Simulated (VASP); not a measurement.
# Al3Cu (Pmmm) in VASP: single point with r2SCAN

Aim: the single point of Al3Cu with r2SCAN.

Everything below comes from runs of VASP 6.6.1. Logs are shortened: lines on timing, memory, paths and dates and some standing lists are left out, and cuts for length are marked.

## Step 1: The cell of the first run

Symmetry: Pmmm, No. 47, orthorhombic system. The conventional cell has a = 2.628 Å, b = 2.919 Å, c = 7.592 Å, α = 90.00°, β = 90.00°, γ = 90.00°. Al (site symmetry mmm) has 12 Al at 2.63 to 2.92 Å within 3.5 Å. Al (site symmetry mm2) has 4 Cu at 2.59 Å and 9 Al at 2.63 to 3.38 Å within 3.4 Å. Within 3.4 Å of Cu (site symmetry mmm) lie 8 Al at 2.59 Å and 4 Cu at 2.63 to 2.92 Å.

## Step 2: Single point, r2SCAN (strain +0.0525 x Voigt [1, -1, 0, 0, 0, 0])

POSCAR

```
Al3Cu
1.0
    2.9194043591      0.0000000000      0.0000000000
    0.0000000000      2.6281573685      0.0000000000
    0.0000000000      0.0000000000      7.5918631133
Al Cu
3 1
Direct
    0.0000000000      0.0000000000      0.5000000000
    0.5000000000      0.5000000000      0.2226430006
    0.5000000000      0.5000000000      0.7773569994
    0.0000000000      0.0000000000      0.0000000000
```

INCAR.step1

```
ALGO = Normal
EDIFF = 1E-4
ENCUT = 520
GGA = PE
ISMEAR = 0
LASPH = T
LCHARG = F
LREAL = F
LWAVE = T
NBANDS = 18
NELM = 100
PREC = Accurate
SIGMA = 0.15
```

INCAR.step2

```
ALGO = Normal
EDIFF = 1E-7
ENCUT = 520
ISIF = 2
ISMEAR = 0
ISTART = 1
LASPH = T
LCHARG = F
LMIXTAU = T
LREAL = F
LWAVE = F
METAGGA = R2SCAN
NBANDS = 18
NELM = 100
PREC = Accurate
SIGMA = 0.15
```

KPOINTS

```
k-points
0
Gamma
  18 18 6
```

Potentials or basis: VASP PAW PBE potentials, release 64 (Al, Cu).

Run with:

```console
> cat potpaw_PBE.64/Al/POTCAR potpaw_PBE.64/Cu/POTCAR > POTCAR
> cp INCAR.step1 INCAR
> mpirun -np 1 vasp_std > vasp.out
> cp INCAR.step2 INCAR
> mpirun -np 1 vasp_std > vasp.out
```

OUTCAR:

```text
EDIFF = 1E-7
   ENCUT = 520
   ISIF = 2
   ISMEAR = 0
   ISTART = 1
   LASPH = T
   LREAL = F
   METAGGA = R2SCAN
   NELM = 100
   PREC = Accurate

 ion  position               nearest neighbor table
   1  0.000  0.000  0.500-   2 2.88   3 2.88   2 2.88   3 2.88   2 2.88   3 2.88   2 2.88   3 2.88

   2  0.500  0.500  0.223-   4 2.59   4 2.59   4 2.59   4 2.59   1 2.88   1 2.88   1 2.88   1 2.88

   3  0.500  0.500  0.777-   4 2.59   4 2.59   4 2.59   4 2.59   1 2.88   1 2.88   1 2.88   1 2.88

   4  0.000  0.000  0.000-   2 2.59   3 2.59   2 2.59   3 2.59   2 2.59   3 2.59   2 2.59   3 2.59

  LATTYP: Found a simple orthorhombic cell.
 ALAT       =     2.6281573685
 B/A-ratio  =     1.1108179419
 C/A-ratio  =     2.8886638237

  Lattice vectors:

 A1 = (   0.0000000000,  -2.6281573685,   0.0000000000)
 A2 = (   2.9194043591,   0.0000000000,   0.0000000000)
 A3 = (   0.0000000000,   0.0000000000,   7.5918631133)

Analysis of symmetry for initial positions (statically):
=====================================================================
 Subroutine PRICEL returns:
 Original cell was already a primitive cell.

 Routine SETGRP: Setting up the symmetry group for a
 simple orthorhombic supercell.

 Subroutine GETGRP returns: Found  8 space group operations
 (whereof  8 operations were pure point group operations)
 out of a pool of  8 trial point group operations.

The static configuration has the point symmetry D_2h.

Analysis of symmetry for dynamics (positions and initial velocities):
=====================================================================
 Subroutine PRICEL returns:
 Original cell was already a primitive cell.

 Routine SETGRP: Setting up the symmetry group for a
 simple orthorhombic supercell.

 Subroutine GETGRP returns: Found  8 space group operations
 (whereof  8 operations were pure point group operations)
 out of a pool of  8 trial point group operations.

The dynamic configuration has the point symmetry D_2h.

 Subroutine INISYM returns: Found  8 space group operations
 (whereof  8 operations are pure point group operations),
 and found     1 'primitive' translations

----------------------------------------------------------------------------------------

                                     Primitive cell

  volume of cell :      58.2497

  direct lattice vectors                    reciprocal lattice vectors
     2.919404359  0.000000000  0.000000000     0.342535626  0.000000000  0.000000000
     0.000000000  2.628157369  0.000000000     0.000000000  0.380494719  0.000000000
     0.000000000  0.000000000  7.591863113     0.000000000  0.000000000  0.131719972

  length of vectors
     2.919404359  2.628157369  7.591863113     0.342535626  0.380494719  0.131719972

  position of ions in fractional coordinates (direct lattice)
     0.000000000  0.000000000  0.500000000
     0.500000000  0.500000000  0.222643001
     0.500000000  0.500000000  0.777356999
     0.000000000  0.000000000  0.000000000

  ion indices of the primitive-cell ions
   primitive index   ion index
                 1           1
                 2           2
                 3           3
                 4           4

----------------------------------------------------------------------------------------

 KPOINTS: k-points

Automatic generation of k-mesh.
 Grid dimensions read from file:
 generate k-points for:   18   18    6

 Generating k-lattice:

  Cartesian coordinates                     Fractional coordinates (reciprocal lattice)
     0.019029757  0.000000000  0.000000000     0.055555556  0.000000000  0.000000000
     0.000000000  0.021138596  0.000000000     0.000000000  0.055555556  0.000000000
     0.000000000  0.000000000  0.021953329     0.000000000  0.000000000  0.166666667

  Length of vectors
     0.019029757  0.021138596  0.021953329

  Shift w.r.t. Gamma in fractional coordinates (k-lattice)
     0.000000000  0.000000000  0.000000000

 Subroutine IBZKPT returns following result:
 ===========================================

 Found    400 irreducible k-points:

 Following reciprocal coordinates:
            Coordinates               Weight
  0.000000  0.000000  0.000000      1.000000
  0.055556  0.000000  0.000000      2.000000
  0.111111  0.000000  0.000000      2.000000
  0.166667  0.000000  0.000000      2.000000
  0.222222  0.000000  0.000000      2.000000
  0.277778  0.000000  0.000000      2.000000
[... 16 lines left out ...]
  0.111111  0.111111  0.000000      4.000000
  0.166667  0.111111  0.000000      4.000000
 [... further k-points ...]
   k-points           NKPTS =    400   k-points in BZ     NKDIM =    400   number of bands    NBANDS=     18
   number of dos      NEDOS =    301   number of ions     NIONS =      4
   total plane-waves  NPLWV =  26880
   dimension x,y,z NGX =    24 NGY =   20 NGZ =   56
   dimension x,y,z NGXF=    48 NGYF=   40 NGZF=  112
   ions per type =               3   1
   NGX,Y,Z   is equivalent  to a cutoff of  13.67, 12.65, 12.26 a.u.
   NGXF,Y,Z  is equivalent  to a cutoff of  27.33, 25.30, 24.53 a.u.
 SYSTEM =  unknown system
   PREC   = accura    normal or accurate (medium, high low for compatibility)
   ISTART =      1    job   : 0-new  1-cont  2-samecut
   ICHARG =      0    charge: 1-file 2-atom 10-const
   ISPIN  =      1    spin polarized calculation?
   LNONCOLLINEAR =      F non collinear calculations
   LSORBIT =      F    spin-orbit coupling
   LASPH  =      T    aspherical Exc in radial PAW
   ENCUT  =  520.0 eV  38.22 Ry    6.18 a.u.   5.43  4.89 14.12*2*pi/ulx,y,z
   NELM   =    100;   NELMIN=  2; NELMDL=  0     # of ELM steps
   EDIFF  = 0.1E-06   stopping-criterion for ELM
   LREAL  =      F    real-space projection
   EDIFFG = 0.1E-05   stopping-criterion for IOM
   NSW    =      0    number of steps for IOM
   IBRION =     -1    ionic relax: 0-MD 1-quasi-New 2-CG
   NFREE  =      0    steps in history (QN), initial steepest desc. (CG)
   ISIF   =      2    stress and relaxation
   ISYM   =      2    0-nonsym 1-usesym 2-fastsym
   POTIM  = 0.5000    time-step for ionic-motion
   TEBEG  =    0.0;   TEEND  =   0.0 temperature during run
   PSTRESS=    0.0 pullay stress
   NELECT =      20.0000    total number of electrons
   NUPDOWN=      -1.0000    fix difference up-down
   EMIN   =  10.00;   EMAX   =-10.00  energy-range for DOS
   EFERMI =   0.00;   METHOD = LEGACY
   ISMEAR =     0;   SIGMA  =   0.15  broadening in eV -4-tet -1-fermi 0-gaus
   EFERMI_NEDOS =   21; number of points for ismear=-14 and -15
   IALGO  =     38    algorithm
   IMIX   =      4    mixing-type and parameters
     AMIX     =   0.40;   BMIX     =  1.00
     AMIX_MAG =   1.60;   BMIX_MAG =  1.00
  volume/ion in A,a.u.               =      14.56        98.27
  Fermi-wavevector in a.u.,A,eV,Ry     =   1.146358  2.166302 17.879907  1.314136
  Thomas-Fermi vector in A             =   2.283042
   LORBIT       =      0    0 simple, 1 ext, 2 COOP (PROOUT), +10 PAW based schemes
   METAGGA = R2SCAN    functional components
   LHFCALC =     F    Hartree Fock is set to
   AEXX    =    0.0000 exact exchange contribution
   IVDW    =     0    specifies the selected vdW correction
   LEPSILON=     F    determine dielectric tensor
   LRPA    =     F    only Hartree local field effects (RPA)
 non-spin polarized calculation
 Gauss-broadening in eV      SIGMA  =   0.15
  energy-cutoff  :      520.00
  volume of cell :       58.25
 maximum number of plane-waves:      1592
 NGX is ok and might be reduce to    24
   NGX = 11   NGY =  9   NGZ = 29

 number of electron      20.0000002 magnetization

 Free energy of the ion-electron system (eV)
  ---------------------------------------------------
  ext. energy  EPLUGINS =         0.00000000
  ---------------------------------------------------
  free energy    TOTEN  =       -31.30259473 eV

  energy without entropy =      -31.28842722  energy(sigma->0) =      -31.29551098

 E-fermi :   8.5621     XC(G=0): -11.7028

 val. band max:        8.5582260651   @ k =   0.4444   0.0000   0.3333
 cond. band min:       8.5656106288   @ k =   0.3333   0.5000   0.1667
 fundamental gap:      0.0073845638
 Fermi energy:         8.5620631212

 k-point     1 :       0.0000    0.0000    0.0000
  band No.  band energies     occupation
      1      -3.4033      2.00000
      2      -0.8650      2.00000
      3      -0.5079      2.00000
      4       3.7515      2.00000
      5       3.9076      2.00000
      6       4.5939      2.00000
[... 10 lines left out ...]
     17      18.6509      0.00000
     18      19.4687      0.00000

 k-point     2 :       0.0556    0.0000    0.0000
  band No.  band energies     occupation
      1      -3.3460      2.00000
      2      -0.8131      2.00000
      3      -0.4506      2.00000
      4       3.7568      2.00000
      5       3.9223      2.00000
      6       4.5562      2.00000
[... 10 lines left out ...]
     17      19.3799      0.00000
     18      19.5440      0.00000

 k-point     3 :       0.1111    0.0000    0.0000
  band No.  band energies     occupation
      1      -3.1742      2.00000
      2      -0.6578      2.00000
      3      -0.2792      2.00000
      4       3.7711      2.00000
      5       3.9635      2.00000
      6       4.4587      2.00000
[... 10 lines left out ...]
     17      19.6827      0.00000
     18      19.9566      0.00000

 k-point     4 :       0.1667    0.0000    0.0000
  band No.  band energies     occupation
      1      -2.8887      2.00000
      2      -0.4011      2.00000
      3       0.0048      2.00000
      4       3.7894      2.00000
      5       4.0213      2.00000
      6       4.3307      2.00000
[... 10 lines left out ...]
     17      19.5172      0.00000
     18      19.7169      0.00000

 k-point     5 :       0.2222    0.0000    0.0000
  band No.  band energies     occupation
      1      -2.4909      2.00000
      2      -0.0469      2.00000
      3       0.3988      2.00000
      4       3.8006      2.00000
      5       4.0770      2.00000
      6       4.1946      2.00000
[... 10 lines left out ...]
     17      19.7217      0.00000
     18      20.1150      0.00000

 k-point     6 :       0.2778    0.0000    0.0000
  band No.  band energies     occupation
      1      -1.9825      2.00000
      2       0.3978      2.00000
      3       0.8979      2.00000
      4       3.7711      2.00000
      5       4.0612      2.00000
      6       4.1012      2.00000
[... 10 lines left out ...]
     17      20.4137      0.00000
     18      20.5804      0.00000

 k-point     7 :       0.3333    0.0000    0.0000
  band No.  band energies     occupation
      1      -1.3666      2.00000
      2       0.9194      2.00000
      3       1.4935      2.00000
      4       3.5661      2.00000
      5       3.9304      2.00000
      6       4.0734      2.00000
[... 10 lines left out ...]
     17      21.0270      0.00000
     18      21.1083      0.00000

 k-point     8 :       0.3889    0.0000    0.0000
  band No.  band energies     occupation
      1      -0.6470      2.00000
      2       1.4875      2.00000
      3       2.1674      2.00000
      4       2.9400      2.00000
      5       3.7895      2.00000
      6       4.0312      2.00000
[... 10 lines left out ...]
     17      21.5782      0.00000
     18      21.6680      0.00000
[... 229 lines left out ...]
     17      21.2503      0.00000
     18      21.2767      0.00000

 k-point    20 :       0.5000    0.0556    0.0000
  band No.  band energies     occupation
      1       1.1046      2.00000
      2       1.1637      2.00000
      3       2.3307      2.00000
      4       3.4225      2.00000
      5       3.5370      2.00000
      6       3.7664      2.00000
[... 10 lines left out ...]
     17      20.5255      0.00000
     18      21.5945      0.00000

 k-point    21 :       0.0000    0.1111    0.0000
  band No.  band energies     occupation
      1      -3.1210      2.00000
      2      -0.6076      2.00000
      3      -0.2255      2.00000
      4       3.8452      2.00000
      5       3.9718      2.00000
      6       4.6145      2.00000
[... 10 lines left out ...]
     17      17.0029      0.00000
     18      18.6252      0.00000

 k-point    22 :       0.0556    0.1111    0.0000
  band No.  band energies     occupation
      1      -3.0639      2.00000
      2      -0.5560      2.00000
      3      -0.1686      2.00000
      4       3.8515      2.00000
      5       3.9858      2.00000
      6       4.5797      2.00000
[... 10 lines left out ...]
     17      17.5963      0.00000
     18      19.3306      0.00000

 k-point    23 :       0.1111    0.1111    0.0000
  band No.  band energies     occupation
      1      -2.8927      2.00000
      2      -0.4021      2.00000
      3       0.0016      2.00000
      4       3.8689      2.00000
      5       4.0246      2.00000
      6       4.4910      2.00000
[... 10 lines left out ...]
     17      19.1168      0.00000
     18      19.9091      0.00000

 k-point    24 :       0.1667    0.1111    0.0000
  band No.  band energies     occupation
      1      -2.6083      2.00000
      2      -0.1479      2.00000
      3       0.2834      2.00000
      4       3.8927      2.00000
      5       4.0783      2.00000
      6       4.3730      2.00000
[... 10 lines left out ...]
     17      19.0857      0.00000
     18      20.4203      0.00000

 [... further k-points ...]

------------------------ aborting loop because EDIFF is reached ----------------------------------------

  FORCE on cell =-STRESS in cart. coord.  units (eV):
  Direction    XX          YY          ZZ          XY          YZ          ZX
  --------------------------------------------------------------------------------------
  -------------------------------------------------------------------------------------
  Total       -1.2188674      2.8564526     -0.3575192      0.0000000      0.0000000      0.0000000
  in kB      -33.5253288     78.5676249     -9.8336765      0.0000000      0.0000000      0.0000000
  external PRESSURE =      11.7362065 kB  Pullay stress =       0.0000000 kB

 VOLUME and BASIS-vectors are now :
 -----------------------------------------------------------------------------
  energy-cutoff  :      520.00
  volume of cell :       58.25
      direct lattice vectors                 reciprocal lattice vectors
     2.919404359  0.000000000  0.000000000     0.342535626  0.000000000  0.000000000
     0.000000000  2.628157369  0.000000000     0.000000000  0.380494719  0.000000000
     0.000000000  0.000000000  7.591863113     0.000000000  0.000000000  0.131719972

 POSITION                                       TOTAL-FORCE (eV/Angst)
 -----------------------------------------------------------------------------------
      0.00000      0.00000      3.79593         0.000000      0.000000      0.000000
      1.45970      1.31408      1.69028         0.000000      0.000000      0.039461
      1.45970      1.31408      5.90159        -0.000000     -0.000000     -0.039461
      0.00000      0.00000      0.00000         0.000000      0.000000      0.000000
 -----------------------------------------------------------------------------------
    total drift:                                0.000000      0.000000     -0.000000

  FREE ENERGIE OF THE ION-ELECTRON SYSTEM (eV)
  ---------------------------------------------------
  free  energy   TOTEN  =       -31.3025947341 eV

  energy  without entropy=      -31.2884272190  energy(sigma->0) =      -31.29551098
```

It took 16 min on 1 thread of Intel Xeon Platinum 8259CL at 2.50GHz (Skylake/Cascade Lake), shared host; peak memory 0.48 GiB.

Results:

```
Free energy            : -31.3026 eV
Pressure               : 1.2 GPa
Largest force          : 0.039 eV/Å
Band gap on the k mesh : zero (bands 10 and 11 overlap by 6.86 eV)
```

Forces in eV/Å, atoms in the order of the input:
```
Al   0.000  0.000  0.000
Al   0.000  0.000  0.039
Al   0.000  0.000 -0.039
Cu   0.000  0.000  0.000
```

Levels at points of the mesh, in eV from the Fermi level:
```tsv
k point	band 7	band 8	band 9	band 10	band 11	band 12	band 13	band 14
(0.00, 0.00, 0.00)	-3.64	-3.38	-2.04	0.48	5.12	6.09	7.72	7.80
(0.50, 0.00, 0.00)	-4.07	-3.69	-3.58	-2.90	-2.48	2.32	3.49	3.70
(0.00, 0.50, 0.00)	-3.97	-3.79	-3.61	-2.00	-1.40	3.19	4.63	4.88
(0.50, 0.50, 0.00)	-2.65	-0.45	-0.28	-0.02	0.10	0.34	0.70	0.87
(0.00, 0.00, 0.50)	-3.77	-3.64	-3.38	4.24	5.74	5.80	5.85	6.10
(0.50, 0.00, 0.50)	-3.69	-3.58	-3.04	-1.66	-1.54	-0.49	0.34	8.61
(0.00, 0.50, 0.50)	-4.12	-3.79	-2.56	-0.57	-0.56	0.64	1.48	9.59
(0.50, 0.50, 0.50)	-1.95	-1.72	-1.68	-0.49	-0.47	0.69	1.98	3.39
```

Caveat: the cell differs from its parent crystal (strain +0.0525 x Voigt [1, -1, 0, 0, 0, 0]); the PAW data sets were made with another functional, which shifts forces and pressure a little.
